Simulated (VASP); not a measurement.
Here is a VASP 6.6.1 calculation.

The input INCAR:

```
PREC = Accurate ; ENCUT = 520
EDIFF = 1E-7 ; ISMEAR = -1
SIGMA = 0.02 ; LREAL = False
LASPH = True ; NELM = 60
ALGO = Normal ; ISIF = 2
LWAVE = False ; LCHARG = True
GGA = PE ; LELF = True
LVHAR = True ; NBANDS = 28
```

KPOINTS

```
Automatic mesh
0
Gamma
  6 6 4
```

Contents of POSCAR:

```
SnO
1.0
    3.4232701772      0.0000000000      0.0000000000
   -1.7116350886      2.9646389374      0.0000000000
    0.0000000000      0.0000000000      6.4179554290
Sn O
2 2
Direct
    0.0000000000      0.0000000000      0.0000000000
    0.0000000000      0.0000000000      0.5000000000
    0.3333333333      0.6666666667      0.2500000000
    0.6666666667      0.3333333333      0.7500000000
```

Potentials or basis: VASP PAW PBE potentials, release 64 (Sn_d, O).

Run with:

```bash
$ cat potpaw_PBE.64/Sn_d/POTCAR potpaw_PBE.64/O/POTCAR > POTCAR
$ mpirun -np 1 vasp_std > vasp.out
```

Problem. What does it give for the pressure?

Solution. 2.7 GPa.

Problem. What does it give for the band gap on the k mesh?

Solution. Zero (band 20 reaches 8.27 eV, above the bottom of band 21 at 7.46 eV).

Stress tensor (GPa, compression positive):
```
2.46 0.00 0.00
0.00 2.46 0.00
0.00 0.00 3.33
```

Caveat: spin-orbit coupling is left out, which moves the levels of the heavy elements.
